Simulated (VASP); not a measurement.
Input of a VASP 6.6.1 run:

POSCAR

```
H13O6F
1.0
    5.9814240000      0.0000000000      0.0000000000
    0.0000000000      5.9814240000      0.0000000000
    0.0000000000      0.0000000000      5.9814240000
O H F
6 13 1
Direct
    0.2354790431      0.0132577125      0.5995395076
    0.5380658519      0.6887991890      0.6996327296
   -0.0365799181      0.6743711865      0.9838627056
    0.4680992352      0.3706809616     -0.0041127330
    0.2746837542      0.9108031800      0.1616003146
    0.8370247620      1.1335093449      1.1250498209
    0.3137714364      0.1542943620      0.6229787422
    0.2483355134     -0.0171698244      0.4364178162
    0.4375713877      0.8143378567      0.6505307097
    0.5837907495      0.6049897148      0.5679249624
   -0.1509339582      0.7056346449      0.8612330442
   -0.0375161500      0.5147938016      0.9965519916
    0.4685171959      0.4386413670      0.1460688960
    0.4645047734      0.4979583457     -0.1146716902
    0.2804683299      1.0474596016      0.0738620101
    0.1747744350      0.8152072149      0.0727251571
    0.6992816426      1.1706744080      1.0360743529
    0.8430099588      0.9790812355      1.1494587242
    0.7449062297      0.2538358759      0.3209436415
    0.6602106789      0.3451184868      0.4292288927
```

The input INCAR.step1:

```
SYSTEM = H13O6F
PREC     = Accurate       ! precision mode
ENCUT    = 1110           ! plane-wave cutoff, eV
ISMEAR   = -1             ! smearing method
SIGMA    = 0.05           ! smearing width, eV
LREAL    = Auto         
LASPH    = .TRUE.         ! aspherical terms in the spheres
NELM     = 120            ! most SCF steps
NBANDS   = 44             ! bands
GGA      = PE             ! functional
ALGO     = Normal         ! electronic algorithm
EDIFF    = 1E-5           ! SCF threshold, eV
LWAVE    = .TRUE.         ! write WAVECAR
LCHARG   = .FALSE.        ! write CHGCAR
GGA_COMPAT= .FALSE.
```

INCAR.step2

```
SYSTEM = H13O6F
PREC     = Accurate       ! precision mode
ENCUT    = 1110           ! plane-wave cutoff, eV
EDIFF    = 1E-6           ! SCF threshold, eV
ISMEAR   = -1             ! smearing method
SIGMA    = 0.05           ! smearing width, eV
LREAL    = Auto         
LASPH    = .TRUE.         ! aspherical terms in the spheres
NELM     = 120            ! most SCF steps
ALGO     = Normal         ! electronic algorithm
ISIF     = 2              ! what is computed and relaxed
LWAVE    = .FALSE.        ! write WAVECAR
LCHARG   = .FALSE.        ! write CHGCAR
METAGGA  = R2SCAN         ! meta-GGA
LMIXTAU  = .TRUE.       
IVDW     = 12             ! dispersion correction
VDW_S6   = 1.0          
VDW_S8   = 0.78981345   
VDW_A1   = 0.49484001   
VDW_A2   = 5.73083694   
NBANDS   = 44             ! bands
ISTART   = 1            
GGA_COMPAT= .FALSE.
```

Contents of KPOINTS:

```
regular mesh
0
G
  1 1 1
  0 0 0
```

Potentials or basis: VASP PAW PBE potentials, release 64 (O_h, H_h, F_h).

Command:

```console
$ cat potpaw_PBE.64/O_h/POTCAR potpaw_PBE.64/H_h/POTCAR potpaw_PBE.64/F_h/POTCAR > POTCAR
$ cp INCAR.step1 INCAR
$ mpirun -np 1 vasp_gam > vasp.out
$ cp INCAR.step2 INCAR
$ mpirun -np 1 vasp_gam > vasp.out
```

Question: Estimate the dispersion energy per atom.

Answer: -0.015 eV.

Question: Estimate the pressure.

Answer: -1.5 GPa.

Question: What does it give for the largest force?

Answer: 2.588 eV/Å.

Stress tensor (GPa, compression positive):
```
-2.00  0.72 -0.99
 0.72 -0.45  0.21
-0.99  0.21 -1.97
```

Caveat: the k points lie up to 1.05 Å⁻¹ apart, too coarse for converged energies, forces and pressures; the PAW data sets were made with another functional, which shifts forces and pressure a little.
